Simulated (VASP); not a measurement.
# TaAs3 (Pmmn) in VASP: further runs

Runs on TaAs3. Level: PBE. Tasks: single point, relaxation of cell and atoms.

Program: VASP 6.6.1. These are calculated values, not measurements. Logs are shortened: lines on timing, memory, paths and dates and some standing lists are left out, and cuts for length are marked.

### 1 The cell of the first run

The structure is orthorhombic, space group Pmmn (No. 59). The conventional cell has a = 4.859 Å, b = 6.044 Å, c = 5.113 Å, α = 90.00°, β = 90.00°, γ = 90.00°. Ta (site symmetry mm2) has 12 As at 2.96 to 3.02 Å within 3.9 Å. As (site symmetry m) has 4 Ta at 2.96 to 2.98 Å and 8 As at 2.96 to 3.02 Å within 3.9 Å. Within 3.9 Å of As (site symmetry mm2) lie 8 As at 2.96 to 2.98 Å and 4 Ta at 2.99 to 3.02 Å.

### 2 Single point, PBE

INCAR

```
PREC = Accurate
ENCUT = 520
EDIFF = 1E-7
ISMEAR = 0
SIGMA = 0.1
LREAL = F
LASPH = T
NELM = 80
ALGO = Normal
ISIF = 2
LWAVE = F
LCHARG = F
GGA = PE
NBANDS = 36
```

KPOINTS

```
regular mesh
0
Gamma
  4 4 4
```

POSCAR

```
TaAs3
1.0
    4.8585371554      0.0000000000      0.0000000000
    0.0000000000      6.0435186658      0.0000000000
    0.0000000000      0.0000000000      5.1127038283
Ta As
2 6
Direct
    0.0000000000      0.0000000000      0.6700000000
    0.5000000000      0.5000000000      0.3300000000
    0.0000000000      0.2500000000      0.1670000000
    0.0000000000      0.7500000000      0.1670000000
    0.5000000000      0.7500000000      0.8330000000
    0.5000000000      0.2500000000      0.8330000000
    0.5000000000      0.0000000000      0.3300000000
    0.0000000000      0.5000000000      0.6700000000
```

Potentials or basis: VASP PAW PBE potentials, release 64 (Ta_pv, As).

Run with:

```sh
$ cat potpaw_PBE.64/Ta_pv/POTCAR potpaw_PBE.64/As/POTCAR > POTCAR
$ mpirun -np 1 vasp_std > vasp.out
```

OUTCAR:

```text
PREC = Accurate
   ENCUT = 520
   EDIFF = 1E-7
   ISMEAR = 0
   LREAL = F
   LASPH = T
   NELM = 80
   ISIF = 2
   GGA = PE

 ion  position               nearest neighbor table
   1  0.000  0.000  0.670-   3 2.96   4 2.96   5 2.98   6 2.98   5 2.98   6 2.98   3 2.98   4 2.98
                             7 2.99   7 2.99   8 3.02   8 3.02
   2  0.500  0.500  0.330-   5 2.96   6 2.96   3 2.98   4 2.98   3 2.98   4 2.98   5 2.98   6 2.98
                             8 2.99   8 2.99   7 3.02   7 3.02
   3  0.000  0.250  0.167-   1 2.96   2 2.98   2 2.98   1 2.98
   4  0.000  0.750  0.167-   1 2.96   2 2.98   2 2.98   1 2.98
   5  0.500  0.750  0.833-   2 2.96   1 2.98   1 2.98   2 2.98
   6  0.500  0.250  0.833-   2 2.96   1 2.98   1 2.98   2 2.98
   7  0.500  0.000  0.330-   1 2.99   1 2.99   2 3.02   2 3.02
   8  0.000  0.500  0.670-   2 2.99   2 2.99   1 3.02   1 3.02

  LATTYP: Found a simple orthorhombic cell.
 ALAT       =     4.8585371554
 B/A-ratio  =     1.0523134155
 C/A-ratio  =     1.2438967682

  Lattice vectors:

 A1 = (  -4.8585371554,   0.0000000000,   0.0000000000)
 A2 = (   0.0000000000,   0.0000000000,   5.1127038283)
 A3 = (   0.0000000000,   6.0435186658,   0.0000000000)

Analysis of symmetry for initial positions (statically):
=====================================================================
 Subroutine PRICEL returns:
 Original cell was already a primitive cell.

 Routine SETGRP: Setting up the symmetry group for a
 simple orthorhombic supercell.

 Subroutine GETGRP returns: Found  8 space group operations
 (whereof  4 operations were pure point group operations)
 out of a pool of  8 trial point group operations.

The static configuration has the point symmetry C_2v.
 The point group associated with its full space group is D_2h.

Analysis of symmetry for dynamics (positions and initial velocities):
=====================================================================
 Subroutine PRICEL returns:
 Original cell was already a primitive cell.

 Routine SETGRP: Setting up the symmetry group for a
 simple orthorhombic supercell.

 Subroutine GETGRP returns: Found  8 space group operations
 (whereof  4 operations were pure point group operations)
 out of a pool of  8 trial point group operations.

The dynamic configuration has the point symmetry C_2v.
 The point group associated with its full space group is D_2h.

 Subroutine INISYM returns: Found  8 space group operations
 (whereof  4 operations are pure point group operations),
 and found     1 'primitive' translations

----------------------------------------------------------------------------------------

                                     Primitive cell

  volume of cell :     150.1226

  direct lattice vectors                    reciprocal lattice vectors
     4.858537155  0.000000000  0.000000000     0.205823269  0.000000000  0.000000000
     0.000000000  6.043518666  0.000000000     0.000000000  0.165466520  0.000000000
     0.000000000  0.000000000  5.112703828     0.000000000  0.000000000  0.195591224

  length of vectors
     4.858537155  6.043518666  5.112703828     0.205823269  0.165466520  0.195591224

  position of ions in fractional coordinates (direct lattice)
     0.000000000  0.000000000  0.670000000
     0.500000000  0.500000000  0.330000000
     0.000000000  0.250000000  0.167000000
     0.000000000  0.750000000  0.167000000
     0.500000000  0.750000000  0.833000000
     0.500000000  0.250000000  0.833000000
     0.500000000  0.000000000  0.330000000
     0.000000000  0.500000000  0.670000000

  ion indices of the primitive-cell ions
   primitive index   ion index
                 1           1
                 2           2
                 3           3
                 4           4
                 5           5
                 6           6
                 7           7
                 8           8

----------------------------------------------------------------------------------------

 KPOINTS: regular mesh

Automatic generation of k-mesh.
 Grid dimensions read from file:
 generate k-points for:    4    4    4

 Generating k-lattice:

  Cartesian coordinates                     Fractional coordinates (reciprocal lattice)
     0.051455817  0.000000000  0.000000000     0.250000000  0.000000000  0.000000000
     0.000000000  0.041366630  0.000000000     0.000000000  0.250000000  0.000000000
     0.000000000  0.000000000  0.048897806     0.000000000  0.000000000  0.250000000

  Length of vectors
     0.051455817  0.041366630  0.048897806

  Shift w.r.t. Gamma in fractional coordinates (k-lattice)
     0.000000000  0.000000000  0.000000000

 Subroutine IBZKPT returns following result:
 ===========================================

 Found     27 irreducible k-points:

 Following reciprocal coordinates:
            Coordinates               Weight
  0.000000  0.000000  0.000000      1.000000
  0.250000  0.000000  0.000000      2.000000
  0.500000  0.000000  0.000000      1.000000
  0.000000  0.250000  0.000000      2.000000
  0.250000  0.250000  0.000000      4.000000
  0.500000  0.250000  0.000000      2.000000
[... 16 lines left out ...]
  0.250000  0.250000  0.500000      4.000000
  0.500000  0.250000  0.500000      2.000000
 [... further k-points ...]
   k-points           NKPTS =     27   k-points in BZ     NKDIM =     27   number of bands    NBANDS=     36
   number of dos      NEDOS =    301   number of ions     NIONS =      8
   total plane-waves  NPLWV =  69120
   dimension x,y,z NGX =    36 NGY =   48 NGZ =   40
   dimension x,y,z NGXF=    72 NGYF=   96 NGZF=   80
   ions per type =               2   6
   NGX,Y,Z   is equivalent  to a cutoff of  12.32, 13.20, 13.01 a.u.
   NGXF,Y,Z  is equivalent  to a cutoff of  24.64, 26.41, 26.01 a.u.
 SYSTEM =  unknown system
   PREC   = accura    normal or accurate (medium, high low for compatibility)
   ISTART =      0    job   : 0-new  1-cont  2-samecut
   ICHARG =      2    charge: 1-file 2-atom 10-const
   ISPIN  =      1    spin polarized calculation?
   LNONCOLLINEAR =      F non collinear calculations
   LSORBIT =      F    spin-orbit coupling
   LASPH  =      T    aspherical Exc in radial PAW
   ENCUT  =  520.0 eV  38.22 Ry    6.18 a.u.   9.03 11.24  9.51*2*pi/ulx,y,z
   NELM   =     80;   NELMIN=  2; NELMDL= -5     # of ELM steps
   EDIFF  = 0.1E-06   stopping-criterion for ELM
   LREAL  =      F    real-space projection
   EDIFFG = 0.1E-05   stopping-criterion for IOM
   NSW    =      0    number of steps for IOM
   IBRION =     -1    ionic relax: 0-MD 1-quasi-New 2-CG
   NFREE  =      0    steps in history (QN), initial steepest desc. (CG)
   ISIF   =      2    stress and relaxation
   ISYM   =      2    0-nonsym 1-usesym 2-fastsym
   POTIM  = 0.5000    time-step for ionic-motion
   TEBEG  =    0.0;   TEEND  =   0.0 temperature during run
   PSTRESS=    0.0 pullay stress
   NELECT =      52.0000    total number of electrons
   NUPDOWN=      -1.0000    fix difference up-down
   EMIN   =  10.00;   EMAX   =-10.00  energy-range for DOS
   EFERMI =   0.00;   METHOD = LEGACY
   ISMEAR =     0;   SIGMA  =   0.10  broadening in eV -4-tet -1-fermi 0-gaus
   EFERMI_NEDOS =   21; number of points for ismear=-14 and -15
   IALGO  =     38    algorithm
   IMIX   =      4    mixing-type and parameters
     AMIX     =   0.40;   BMIX     =  1.00
     AMIX_MAG =   1.60;   BMIX_MAG =  1.00
  volume/ion in A,a.u.               =      18.77       126.63
  Fermi-wavevector in a.u.,A,eV,Ry     =   1.149725  2.172665 17.985097  1.321867
  Thomas-Fermi vector in A             =   2.286393
   LORBIT       =      0    0 simple, 1 ext, 2 COOP (PROOUT), +10 PAW based schemes
   GGA     = PE    functional components
   LHFCALC =     F    Hartree Fock is set to
   AEXX    =    0.0000 exact exchange contribution
   IVDW    =     0    specifies the selected vdW correction
   LEPSILON=     F    determine dielectric tensor
   LRPA    =     F    only Hartree local field effects (RPA)
 non-spin polarized calculation
 Gauss-broadening in eV      SIGMA  =   0.10
  energy-cutoff  :      520.00
  volume of cell :      150.12
 maximum number of plane-waves:      4094
   NGX = 19   NGY = 23   NGZ = 19

 number of electron      52.0000000 magnetization

 Free energy of the ion-electron system (eV)
  ---------------------------------------------------
  ext. energy  EPLUGINS =         0.00000000
  ---------------------------------------------------
  free energy    TOTEN  =       -49.50597031 eV

  energy without entropy =      -49.48393746  energy(sigma->0) =      -49.49495389

 E-fermi :   6.5571     XC(G=0): -11.2342

 val. band max:        6.5522207198   @ k =   0.0000   0.5000   0.2500
 cond. band min:       6.5761079732   @ k =   0.5000   0.0000   0.5000
 fundamental gap:      0.0238872534
 Fermi energy:         6.5571415893

 k-point     1 :       0.0000    0.0000    0.0000
  band No.  band energies     occupation
      1     -28.7236      2.00000
      2     -28.7110      2.00000
      3     -28.6274      2.00000
      4     -28.6243      2.00000
      5     -28.6050      2.00000
      6     -28.5980      2.00000
[... 28 lines left out ...]
     35       9.4771      0.00000
     36       9.7991      0.00000

 k-point     2 :       0.2500    0.0000    0.0000
  band No.  band energies     occupation
      1     -28.7216      2.00000
      2     -28.7127      2.00000
      3     -28.6269      2.00000
      4     -28.6248      2.00000
      5     -28.6055      2.00000
      6     -28.6006      2.00000
[... 28 lines left out ...]
     35       9.4308      0.00000
     36       9.6921      0.00000

 k-point     3 :       0.5000    0.0000    0.0000
  band No.  band energies     occupation
      1     -28.7170      2.00000
      2     -28.7170      2.00000
      3     -28.6259      2.00000
      4     -28.6259      2.00000
      5     -28.6045      2.00000
      6     -28.6045      2.00000
[... 28 lines left out ...]
     35       9.5261      0.00000
     36       9.5261      0.00000

 k-point     4 :       0.0000    0.2500    0.0000
  band No.  band energies     occupation
      1     -28.7218      2.00000
      2     -28.7129      2.00000
      3     -28.6269      2.00000
      4     -28.6247      2.00000
      5     -28.6039      2.00000
      6     -28.5990      2.00000
[... 28 lines left out ...]
     35       9.2280      0.00000
     36       9.4645      0.00000

 k-point     5 :       0.2500    0.2500    0.0000
  band No.  band energies     occupation
      1     -28.7204      2.00000
      2     -28.7141      2.00000
      3     -28.6265      2.00000
      4     -28.6250      2.00000
      5     -28.6047      2.00000
      6     -28.6013      2.00000
[... 655 lines left out ...]
 k-point    22 :       0.0000    0.2500    0.5000
  band No.  band energies     occupation
      1     -28.7210      2.00000
      2     -28.7136      2.00000
      3     -28.6277      2.00000
      4     -28.6275      2.00000
      5     -28.6034      2.00000
      6     -28.5993      2.00000
[... 28 lines left out ...]
     35       9.3516      0.00000
     36       9.5217      0.00000

 k-point    23 :       0.2500    0.2500    0.5000
  band No.  band energies     occupation
      1     -28.7197      2.00000
      2     -28.7145      2.00000
      3     -28.6277      2.00000
      4     -28.6277      2.00000
      5     -28.6043      2.00000
      6     -28.6014      2.00000
[... 28 lines left out ...]
     35       9.6499      0.00000
     36       9.8042      0.00000

 k-point    24 :       0.5000    0.2500    0.5000
  band No.  band energies     occupation
      1     -28.7170      2.00000
      2     -28.7170      2.00000
      3     -28.6278      2.00000
      4     -28.6278      2.00000
      5     -28.6043      2.00000
      6     -28.6043      2.00000
[... 28 lines left out ...]
     35       9.5960      0.00000
     36       9.5960      0.00000

 [... further k-points ...]

------------------------ aborting loop because EDIFF is reached ----------------------------------------

  FORCE on cell =-STRESS in cart. coord.  units (eV):
  Direction    XX          YY          ZZ          XY          YZ          ZX
  --------------------------------------------------------------------------------------
  -------------------------------------------------------------------------------------
  Total       -8.1063452     -5.7195143     -3.1533228      0.0000000      0.0000000      0.0000000
  in kB      -86.5146476    -61.0412898    -33.6537128      0.0000000      0.0000000      0.0000000
  external PRESSURE =     -60.4032167 kB  Pullay stress =       0.0000000 kB

 VOLUME and BASIS-vectors are now :
 -----------------------------------------------------------------------------
  energy-cutoff  :      520.00
  volume of cell :      150.12
      direct lattice vectors                 reciprocal lattice vectors
     4.858537155  0.000000000  0.000000000     0.205823269  0.000000000  0.000000000
     0.000000000  6.043518666  0.000000000     0.000000000  0.165466520  0.000000000
     0.000000000  0.000000000  5.112703828     0.000000000  0.000000000  0.195591224

 POSITION                                       TOTAL-FORCE (eV/Angst)
 -----------------------------------------------------------------------------------
      0.00000      0.00000      3.42551        -0.000000      0.000000      0.305364
      2.42927      3.02176      1.68719        -0.000000      0.000000     -0.305364
      0.00000      1.51088      0.85382        -0.000000      0.390783      0.468225
      0.00000      4.53264      0.85382        -0.000000     -0.390783      0.468225
      2.42927      4.53264      4.25888         0.000000      0.390783     -0.468225
      2.42927      1.51088      4.25888        -0.000000     -0.390783     -0.468225
      2.42927      0.00000      1.68719        -0.000000      0.000000      1.466714
      0.00000      3.02176      3.42551        -0.000000      0.000000     -1.466714
 -----------------------------------------------------------------------------------
    total drift:                                0.000000      0.000000      0.000000

  FREE ENERGIE OF THE ION-ELECTRON SYSTEM (eV)
  ---------------------------------------------------
  free  energy   TOTEN  =       -49.5059703145 eV

  energy  without entropy=      -49.4839374598  energy(sigma->0) =      -49.49495389
```

Wall time 2.1 min (1 thread of Intel Xeon Platinum 8259CL at 2.50GHz (Skylake/Cascade Lake), shared host); peak memory 0.32 GiB.

Results:

* Free energy: -49.5060 eV
* Pressure: -6.0 GPa
* Largest force: 1.467 eV/Å
* Band gap on the k mesh: zero (band 26 reaches 6.92 eV, above the bottom of band 27 at 6.15 eV)

Forces in eV/Å, atoms in the order of the input:
```
Ta   0.000  0.000  0.305
Ta   0.000  0.000 -0.305
As   0.000  0.391  0.468
As   0.000 -0.391  0.468
As   0.000  0.391 -0.468
As   0.000 -0.391 -0.468
As   0.000  0.000  1.467
As   0.000  0.000 -1.467
```

Stress tensor (GPa, compression positive):
```
-8.65  0.00  0.00
 0.00 -6.10  0.00
 0.00  0.00 -3.37
```

Caveat: spin-orbit coupling is left out, which moves the levels of the heavy elements; forces of over 1 eV/Å act on the atoms, so gaps and moduli don't describe the material at rest.

### 3 Single point, PBE

This run uses another cell than the first one, of 18.71 Å³/atom, 0.997 times its volume.

INCAR

```
PREC = Accurate ; ENCUT = 520
EDIFF = 1E-6 ; ISMEAR = 0
SIGMA = 0.1 ; LREAL = False
LASPH = True ; NELM = 80
ALGO = Normal ; ISIF = 2
LWAVE = False ; LCHARG = True
GGA = PE ; LELF = True
LVHAR = True ; NBANDS = 36
```

KPOINTS

```
Automatic mesh
0
Gamma
  4 4 4
```

POSCAR

```
TaAs3
1.0
    4.4539838398      0.0000000000      0.0000000000
    0.0000000000      5.1804121103      0.0000000000
    0.0000000000      0.0000000000      6.4883158468
Ta As
2 6
Direct
    0.0000000000      0.0000000000      0.7363994303
    0.5000000000      0.5000000000      0.2636005697
    0.0000000000      0.2438689986      0.1317801461
    0.0000000000      0.7561310014      0.1317801461
    0.5000000000      0.7438689986      0.8682198539
    0.5000000000      0.2561310014      0.8682198539
    0.5000000000      0.0000000000      0.4481110594
    0.0000000000      0.5000000000      0.5518889406
```

Potentials or basis: VASP PAW PBE potentials, release 64 (Ta_pv, As).

Run with:

```sh
$ cat potpaw_PBE.64/Ta_pv/POTCAR potpaw_PBE.64/As/POTCAR > POTCAR
$ mpirun -np 1 vasp_std > vasp.out
```

Run time: 1.8 min. Hardware: 1 thread of Intel Xeon Platinum 8259CL at 2.50GHz (Skylake/Cascade Lake), shared host; peak memory 0.31 GiB.

The run converged. Its results:

```yaml
Free_energy: -51.3921 eV
Pressure: 0.2 GPa
Largest_force: 0.031 eV/Å
Band_gap_on_the_k_mesh: zero (band 26 reaches 6.64 eV, above the bottom of band 27 at 5.90 eV)
```

Forces on the atoms (eV/Å):
```
Ta   0.000  0.000  0.006
Ta   0.000  0.000 -0.006
As   0.000  0.027  0.017
As   0.000 -0.027  0.017
As   0.000  0.027 -0.017
As   0.000 -0.027 -0.017
As   0.000  0.000  0.003
As   0.000  0.000 -0.003
```

Stress tensor (GPa, compression positive):
```
0.15 0.00 0.00
0.00 0.34 0.00
0.00 0.00 0.21
```

Levels at points of the mesh, in eV from the Fermi level:
| k point | band 24 | band 25 | band 26 | band 27 | band 28 | band 29 |
| --- | --- | --- | --- | --- | --- | --- |
| (0.00, 0.00, 0.00) | -0.95 | 0.26 | 0.38 | 0.54 | 1.20 | 1.22 |
| (0.50, 0.00, 0.00) | -1.24 | -0.43 | -0.43 | 1.63 | 1.63 | 1.68 |
| (0.00, 0.50, 0.00) | -1.15 | -0.38 | -0.38 | 0.15 | 0.15 | 1.12 |
| (0.50, 0.50, 0.00) | -1.00 | 0.25 | 0.25 | 0.44 | 0.44 | 1.90 |
| (0.00, 0.00, 0.50) | -1.17 | -1.07 | -0.48 | 0.02 | 0.15 | 0.44 |
| (0.50, 0.00, 0.50) | -1.70 | -0.86 | -0.86 | 1.45 | 1.45 | 2.29 |
| (0.00, 0.50, 0.50) | -0.96 | -0.94 | -0.94 | 0.34 | 0.34 | 1.45 |
| (0.50, 0.50, 0.50) | -1.09 | -0.64 | -0.64 | -0.36 | -0.36 | 2.12 |

Caveat: spin-orbit coupling is left out, which moves the levels of the heavy elements.

(Part 1 of 2 ends here.)
